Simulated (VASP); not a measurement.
Input of a VASP 6.6.1 run:

POSCAR

```
ZrO
1.0
    1.8266398600     -2.9188492700      0.0000000000
    1.8266398600      2.9188492700      0.0000000000
    0.0000000000      0.0000000000      2.6199383700
Zr O
1 1
Direct
    0.0000000000      0.0000000000      0.0000000000
    0.5000000000      0.5000000000      0.0000000000
```

Contents of INCAR.step1:

```
PREC = Accurate
ENCUT = 520
EDIFF = 1E-5
ISMEAR = -1
SIGMA = 0.05
LREAL = F
LASPH = T
NELM = 200
ALGO = Normal
ISIF = 2
LWAVE = T
LCHARG = F
MAGMOM = 0 0 0 0 0 0
LORBIT = 11
LSORBIT = T
GGA_COMPAT = F
LORBMOM = T
LMAXMIX = 4
GGA = PE
NBANDS = 30
KPAR = 4
```

INCAR.step2

```
PREC = Accurate
ENCUT = 520
EDIFF = 1E-6
ISMEAR = -1
SIGMA = 0.05
LREAL = F
LASPH = T
NELM = 200
ALGO = Normal
ISIF = 2
LWAVE = F
LCHARG = F
MAGMOM = 0 0 0 0 0 0
LORBIT = 11
LSORBIT = T
GGA_COMPAT = F
LORBMOM = T
LMAXMIX = 4
GGA = PE
LHFCALC = T
AEXX = 0.25
PRECFOCK = Normal
ISTART = 1
NBANDS = 30
KPAR = 4
```

Contents of KPOINTS:

```
regular mesh
0
Gamma
  4 4 4
```

Potentials or basis: VASP PAW PBE potentials, release 64 (Zr_sv, O).

The run is started by

```sh
$ cat potpaw_PBE.64/Zr_sv/POTCAR potpaw_PBE.64/O/POTCAR > POTCAR
$ cp INCAR.step1 INCAR
$ mpirun -np 4 vasp_ncl > vasp.out
$ cp INCAR.step2 INCAR
$ mpirun -np 4 vasp_ncl > vasp.out
```

Problem. What does it give for the pressure?

Solution. 57.4 GPa.

Problem. Estimate the net moment.

Solution. 0.00 μB per cell.

Moments on the atoms (μB; x, y, z):
```
Zr  0.00 0.00 0.00
O   0.00 0.00 0.00
```

Caveat: the k points lie up to 0.60 Å⁻¹ apart; the PAW data sets were made with another functional, which shifts forces and pressure a little.
